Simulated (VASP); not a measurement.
# Ga2O3 (Ga2O3 (R-3c)) in VASP: notebook

Runs on Ga2O3 (Ga2O3 (R-3c)). Level: PBE. Tasks: single point.

Everything below comes from runs of VASP 6.6.1. Logs are shortened: lines on timing, memory, paths and dates and some standing lists are left out, and cuts for length are marked.

**1. The cell of the first run**

Symmetry: R-3c, No. 167, trigonal system. Conventional cell: a = 5.058 Å, b = 5.058 Å, c = 13.624 Å, α = 90.00°, β = 90.00°, γ = 120.00°. Within 2.6 Å of Ga (site symmetry 3) lie 6 O at 1.95 to 2.10 Å. O (site symmetry 2) has 4 Ga at 1.95 to 2.10 Å within 2.6 Å.

**2. Single point, PBE**

The input, INCAR:

```
ALGO = Normal
EDIFF = 1E-7
ENCUT = 520
GGA = PE
ISIF = 2
ISMEAR = -1
LASPH = T
LCHARG = F
LREAL = Auto
LWAVE = F
NBANDS = 398
NELM = 100
PREC = Accurate
SIGMA = 0.01
```

The input, KPOINTS:

```
k-points
0
Gamma
  1 1 1
```

The input, POSCAR:

```
Ga2O3
1.0
    5.0579508907      2.9202093421      9.0826160115
   -5.0579508907      2.9202093421      9.0826160115
    0.0000000000     -5.8404185829      9.0826160441
Ga O
32 48
Direct
    0.4279206758      0.4279206758      0.4279206758
    0.3220793242      0.3220793242      0.3220793242
    0.0720793242      0.0720793242      0.0720793242
    0.1779206758      0.1779206758      0.1779206758
    0.4279206758      0.4279206758      0.9279206758
    0.3220793242      0.3220793242      0.8220793242
    0.0720793242      0.0720793242      0.5720793242
    0.1779206758      0.1779206758      0.6779206758
    0.4279206758      0.9279206758      0.4279206758
    0.3220793242      0.8220793242      0.3220793242
    0.0720793242      0.5720793242      0.0720793242
    0.1779206758      0.6779206758      0.1779206758
    0.4279206758      0.9279206758      0.9279206758
    0.3220793242      0.8220793242      0.8220793242
    0.0720793242      0.5720793242      0.5720793242
    0.1779206758      0.6779206758      0.6779206758
    0.9279206758      0.4279206758      0.4279206758
    0.8220793242      0.3220793242      0.3220793242
    0.5720793242      0.0720793242      0.0720793242
    0.6779206758      0.1779206758      0.1779206758
    0.9279206758      0.4279206758      0.9279206758
    0.8220793242      0.3220793242      0.8220793242
    0.5720793242      0.0720793242      0.5720793242
    0.6779206758      0.1779206758      0.6779206758
    0.9279206758      0.9279206758      0.4279206758
    0.8220793242      0.8220793242      0.3220793242
    0.5720793242      0.5720793242      0.0720793242
    0.6779206758      0.6779206758      0.1779206758
    0.9279206758      0.9279206758      0.9279206758
    0.8220793242      0.8220793242      0.8220793242
    0.5720793242      0.5720793242      0.5720793242
    0.6779206758      0.6779206758      0.6779206758
    0.3750000000      0.2234501549      0.0265498451
    0.2234501549      0.0265498451      0.3750000000
    0.0265498451      0.3750000000      0.2234501549
    0.1250000000      0.2765498451      0.4734501549
    0.4734501549      0.1250000000      0.2765498451
    0.2765498451      0.4734501549      0.1250000000
    0.3750000000      0.2234501549      0.5265498451
    0.2234501549      0.0265498451      0.8750000000
    0.0265498451      0.3750000000      0.7234501549
    0.1250000000      0.2765498451      0.9734501549
    0.4734501549      0.1250000000      0.7765498451
    0.2765498451      0.4734501549      0.6250000000
    0.3750000000      0.7234501549      0.0265498451
    0.2234501549      0.5265498451      0.3750000000
    0.0265498451      0.8750000000      0.2234501549
    0.1250000000      0.7765498451      0.4734501549
    0.4734501549      0.6250000000      0.2765498451
    0.2765498451      0.9734501549      0.1250000000
    0.3750000000      0.7234501549      0.5265498451
    0.2234501549      0.5265498451      0.8750000000
    0.0265498451      0.8750000000      0.7234501549
    0.1250000000      0.7765498451      0.9734501549
    0.4734501549      0.6250000000      0.7765498451
    0.2765498451      0.9734501549      0.6250000000
    0.8750000000      0.2234501549      0.0265498451
    0.7234501549      0.0265498451      0.3750000000
    0.5265498451      0.3750000000      0.2234501549
    0.6250000000      0.2765498451      0.4734501549
    0.9734501549      0.1250000000      0.2765498451
    0.7765498451      0.4734501549      0.1250000000
    0.8750000000      0.2234501549      0.5265498451
    0.7234501549      0.0265498451      0.8750000000
    0.5265498451      0.3750000000      0.7234501549
    0.6250000000      0.2765498451      0.9734501549
    0.9734501549      0.1250000000      0.7765498451
    0.7765498451      0.4734501549      0.6250000000
    0.8750000000      0.7234501549      0.0265498451
    0.7234501549      0.5265498451      0.3750000000
    0.5265498451      0.8750000000      0.2234501549
    0.6250000000      0.7765498451      0.4734501549
    0.9734501549      0.6250000000      0.2765498451
    0.7765498451      0.9734501549      0.1250000000
    0.8750000000      0.7234501549      0.5265498451
    0.7234501549      0.5265498451      0.8750000000
    0.5265498451      0.8750000000      0.7234501549
    0.6250000000      0.7765498451      0.9734501549
    0.9734501549      0.6250000000      0.7765498451
    0.7765498451      0.9734501549      0.6250000000
```

Potentials or basis: VASP PAW PBE potentials, release 64 (Ga_d, O).

Launch:

```console
$ cat potpaw_PBE.64/Ga_d/POTCAR potpaw_PBE.64/O/POTCAR > POTCAR
$ mpirun -np 1 vasp_gam > vasp.out
```

OUTCAR:

```text
EDIFF = 1E-7
   ENCUT = 520
   GGA = PE
   ISIF = 2
   ISMEAR = -1
   LASPH = T
   LREAL = Auto
   NELM = 100
   PREC = Accurate

 ion  position               nearest neighbor table
   1  0.428  0.428  0.428-  60 1.95  49 1.95  44 1.95  46 2.10  39 2.10  59 2.10   2 2.88
   2  0.322  0.322  0.322-  37 1.95  36 1.95  38 1.95  46 2.10  59 2.10  39 2.10   1 2.88
   3  0.072  0.072  0.072-  57 1.95  47 1.95  40 1.95  50 2.10  42 2.10  61 2.10   4 2.88
   4  0.178  0.178  0.178-  35 1.95  33 1.95  34 1.95  50 2.10  61 2.10  42 2.10   3 2.88
   5  0.428  0.428  0.928-  66 1.95  55 1.95  38 1.95  52 2.10  33 2.10  65 2.10   6 2.88
   6  0.322  0.322  0.822-  43 1.95  42 1.95  44 1.95  52 2.10  65 2.10  33 2.10   5 2.88
[... 81 lines left out ...]
 A1 = (   5.0579508907,   2.9202093421,   9.0826160115)
 A2 = (  -5.0579508907,   2.9202093421,   9.0826160115)
 A3 = (   0.0000000000,  -5.8404185829,   9.0826160441)

Analysis of symmetry for initial positions (statically):
=====================================================================
 Subroutine PRICEL returns following result:

  LATTYP: Found a trigonal (rhomboedric) cell.
 ALAT       =     5.3991759424
 COS(alpha) =     0.5612023824

  Lattice vectors:

 A1 = (   2.5289754453,   1.4601046711,   4.5413080058)
 A2 = (  -2.5289754453,   1.4601046711,   4.5413080058)
 A3 = (   0.0000000000,  -2.9202092915,   4.5413080220)

   8 primitive cells build up your supercell.

 Routine SETGRP: Setting up the symmetry group for a
 trigonal (rhombohedral) supercell.

 Subroutine GETGRP returns: Found 12 space group operations
 (whereof  6 operations were pure point group operations)
 out of a pool of 12 trial point group operations.

The static configuration has the point symmetry S_6 .
 The point group associated with its full space group is D_3d.

Analysis of symmetry for dynamics (positions and initial velocities):
=====================================================================
 Subroutine PRICEL returns following result:

  LATTYP: Found a trigonal (rhomboedric) cell.
 ALAT       =     5.3991759424
 COS(alpha) =     0.5612023824

  Lattice vectors:

 A1 = (   2.5289754453,   1.4601046711,   4.5413080058)
 A2 = (  -2.5289754453,   1.4601046711,   4.5413080058)
 A3 = (   0.0000000000,  -2.9202092915,   4.5413080220)

   8 primitive cells build up your supercell.

 Routine SETGRP: Setting up the symmetry group for a
 trigonal (rhombohedral) supercell.

 Subroutine GETGRP returns: Found 12 space group operations
 (whereof  6 operations were pure point group operations)
 out of a pool of 12 trial point group operations.

The dynamic configuration has the point symmetry S_6 .
 The point group associated with its full space group is D_3d.

 Subroutine INISYM returns: Found 12 space group operations
 (whereof  6 operations are pure point group operations),
 and found     8 'primitive' translations

----------------------------------------------------------------------------------------

                                     Primitive cell

  volume of cell :     100.6146

  direct lattice vectors                    reciprocal lattice vectors
     2.528975445  1.460104671  4.541308006     0.197708523  0.114147069  0.073400291
    -2.528975445  1.460104671  4.541308006    -0.197708523  0.114147069  0.073400291
     0.000000000 -2.920209291  4.541308022     0.000000000 -0.228294138  0.073400293

  length of vectors
     5.399175942  5.399175942  5.399175942     0.239803704  0.239803704  0.239803704

  position of ions in fractional coordinates (direct lattice)
     0.855841352  0.855841352  0.855841352
     0.644158648  0.644158648  0.644158648
     0.144158648  0.144158648  0.144158648
     0.355841352  0.355841352  0.355841352
[... 34 lines left out ...]

  Length of vectors
     0.119901852  0.119901852  0.119901852

  Shift w.r.t. Gamma in fractional coordinates (k-lattice)
     0.000000000  0.000000000  0.000000000

 Subroutine IBZKPT returns following result:
 ===========================================

[... 31 lines left out ...]
   POTIM  = 0.5000    time-step for ionic-motion
   TEBEG  =    0.0;   TEEND  =   0.0 temperature during run
   PSTRESS=    0.0 pullay stress
   NELECT =     704.0000    total number of electrons
   NUPDOWN=      -1.0000    fix difference up-down
   EMIN   =  10.00;   EMAX   =-10.00  energy-range for DOS
   EFERMI =   0.00;   METHOD = LEGACY
   ISMEAR =    -1;   SIGMA  =   0.01  broadening in eV -4-tet -1-fermi 0-gaus
   EFERMI_NEDOS =   21; number of points for ismear=-14 and -15
   IALGO  =     38    algorithm
   IMIX   =      4    mixing-type and parameters
     AMIX     =   0.40;   BMIX     =  1.00
     AMIX_MAG =   1.60;   BMIX_MAG =  1.00
  volume/ion in A,a.u.               =      10.06        67.90
  Fermi-wavevector in a.u.,A,eV,Ry     =   1.565605  2.958564 33.349487  2.451118
  Thomas-Fermi vector in A             =   2.668056
   LORBIT       =      0    0 simple, 1 ext, 2 COOP (PROOUT), +10 PAW based schemes
   GGA     = PE    functional components
   LHFCALC =     F    Hartree Fock is set to
   AEXX    =    0.0000 exact exchange contribution
   IVDW    =     0    specifies the selected vdW correction
   LEPSILON=     F    determine dielectric tensor
   LRPA    =     F    only Hartree local field effects (RPA)
 non-spin polarized calculation
  energy-cutoff  :      520.00
  volume of cell :      804.92
 maximum number of plane-waves:     10826
   NGX = 41   NGY = 41   NGZ = 41

 number of electron     704.0000027 magnetization

 Free energy of the ion-electron system (eV)
  ---------------------------------------------------
  ext. energy  EPLUGINS =         0.00000000
  ---------------------------------------------------
  free energy    TOTEN  =      -474.21695550 eV

  energy without entropy =     -474.21695550  energy(sigma->0) =     -474.21695550

 E-fermi :   4.2931     XC(G=0): -11.9585

 val. band max:        3.9729820037   @ k =   0.0000   0.0000   0.0000
 cond. band min:       6.5001435910   @ k =   0.0000   0.0000   0.0000
 fundamental gap:      2.5271615872
 Fermi energy:         4.2930802429

 k-point     1 :       0.0000    0.0000    0.0000
  band No.  band energies     occupation
      1     -14.5654      2.00000
      2     -13.7353      2.00000
      3     -13.7353      2.00000
      4     -13.7170      2.00000
      5     -13.7170      2.00000
      6     -13.7170      2.00000
[... 356 lines left out ...]
    363      10.2281      0.00000
    364      10.2281      0.00000
 [bands above 364 left out]

------------------------ aborting loop because EDIFF is reached ----------------------------------------

  FORCE on cell =-STRESS in cart. coord.  units (eV):
  Direction    XX          YY          ZZ          XY          YZ          ZX
  --------------------------------------------------------------------------------------
  -------------------------------------------------------------------------------------
  Total        3.2261887      3.2261887      0.1666233     -0.0000000     -0.0000000      0.0000000
  in kB        6.4216932      6.4216932      0.3316618     -0.0000000     -0.0000000      0.0000000
  external PRESSURE =       4.3916827 kB  Pullay stress =       0.0000000 kB

 VOLUME and BASIS-vectors are now :
 -----------------------------------------------------------------------------
  energy-cutoff  :      520.00
  volume of cell :      804.92
      direct lattice vectors                 reciprocal lattice vectors
     5.057950891  2.920209342  9.082616012     0.098854261  0.057073535  0.036700146
    -5.057950891  2.920209342  9.082616012    -0.098854261  0.057073535  0.036700146
     0.000000000 -5.840418583  9.082616044     0.000000000 -0.114147069  0.036700146

 POSITION                                       TOTAL-FORCE (eV/Angst)
 -----------------------------------------------------------------------------------
      0.00000      0.00000     11.65992         0.000000      0.000000      0.014377
      0.00000      0.00000      8.77597         0.000000     -0.000000     -0.014377
      0.00000      0.00000      1.96401         0.000000     -0.000000     -0.014377
      0.00000      0.00000      4.84796         0.000000      0.000000      0.014377
      0.00000     -2.92021     16.20123         0.000000      0.000000      0.014377
      0.00000     -2.92021     13.31728         0.000000     -0.000000     -0.014377
[... 72 lines left out ...]
      1.76244      0.13243     21.57121        -0.025400     -0.043993      0.000000
     -0.99591      1.46010     21.57121         0.050799     -0.000000      0.000000
 -----------------------------------------------------------------------------------
    total drift:                               -0.000000      0.000000      0.000000

  FREE ENERGIE OF THE ION-ELECTRON SYSTEM (eV)
  ---------------------------------------------------
  free  energy   TOTEN  =      -474.2169555027 eV

  energy  without entropy=     -474.2169555027  energy(sigma->0) =     -474.21695550
```

Wall time 11 min (1 thread of Intel Xeon Platinum 8488C (Sapphire Rapids), shared host); peak memory 0.99 GiB.

What came out:

```
Free energy            : -474.2170 eV
Pressure               : 0.4 GPa
Largest force          : 0.051 eV/Å
Band gap on the k mesh : 2.53 eV
```

Forces on the atoms (eV/Å):
```
Ga   0.000  0.000  0.014
Ga   0.000  0.000 -0.014
Ga   0.000  0.000 -0.014
Ga   0.000  0.000  0.014
Ga   0.000  0.000  0.014
Ga   0.000  0.000 -0.014
Ga   0.000  0.000 -0.014
Ga   0.000  0.000  0.014
Ga   0.000  0.000  0.014
Ga   0.000  0.000 -0.014
Ga   0.000  0.000 -0.014
Ga   0.000  0.000  0.014
Ga   0.000  0.000  0.014
Ga   0.000  0.000 -0.014
Ga   0.000  0.000 -0.014
Ga   0.000  0.000  0.014
Ga   0.000  0.000  0.014
Ga   0.000  0.000 -0.014
Ga   0.000  0.000 -0.014
Ga   0.000  0.000  0.014
Ga   0.000  0.000  0.014
Ga   0.000  0.000 -0.014
Ga   0.000  0.000 -0.014
Ga   0.000  0.000  0.014
Ga   0.000  0.000  0.014
Ga   0.000  0.000 -0.014
Ga   0.000  0.000 -0.014
Ga   0.000  0.000  0.014
Ga   0.000  0.000  0.014
Ga   0.000  0.000 -0.014
Ga   0.000  0.000 -0.014
Ga   0.000  0.000  0.014
O    0.025 -0.044  0.000
O   -0.051  0.000  0.000
O    0.025  0.044  0.000
O   -0.025  0.044  0.000
O   -0.025 -0.044  0.000
O    0.051  0.000  0.000
O    0.025 -0.044  0.000
O   -0.051  0.000  0.000
O    0.025  0.044  0.000
O   -0.025  0.044  0.000
O   -0.025 -0.044  0.000
O    0.051  0.000  0.000
O    0.025 -0.044  0.000
O   -0.051  0.000  0.000
O    0.025  0.044  0.000
O   -0.025  0.044  0.000
O   -0.025 -0.044  0.000
O    0.051  0.000  0.000
O    0.025 -0.044  0.000
O   -0.051  0.000  0.000
O    0.025  0.044  0.000
O   -0.025  0.044  0.000
O   -0.025 -0.044  0.000
O    0.051  0.000  0.000
O    0.025 -0.044  0.000
O   -0.051  0.000  0.000
O    0.025  0.044  0.000
O   -0.025  0.044  0.000
O   -0.025 -0.044  0.000
O    0.051  0.000  0.000
O    0.025 -0.044  0.000
O   -0.051  0.000  0.000
O    0.025  0.044  0.000
O   -0.025  0.044  0.000
O   -0.025 -0.044  0.000
O    0.051  0.000  0.000
O    0.025 -0.044  0.000
O   -0.051  0.000  0.000
O    0.025  0.044  0.000
O   -0.025  0.044  0.000
O   -0.025 -0.044  0.000
O    0.051  0.000  0.000
O    0.025 -0.044  0.000
O   -0.051  0.000  0.000
O    0.025  0.044  0.000
O   -0.025  0.044  0.000
O   -0.025 -0.044  0.000
O    0.051  0.000  0.000
```

Levels at points of the mesh, in eV from the valence-band top:
| k point | band 350 | band 351 | band 352 | band 353 | band 354 | band 355 |
| --- | --- | --- | --- | --- | --- | --- |
| (0.00, 0.00, 0.00) | 0.00 | 0.00 | 0.00 | 2.53 | 5.61 | 5.61 |

Caveat: the k points lie up to 0.75 Å⁻¹ apart.

(Part 1 of 2 ends here.)
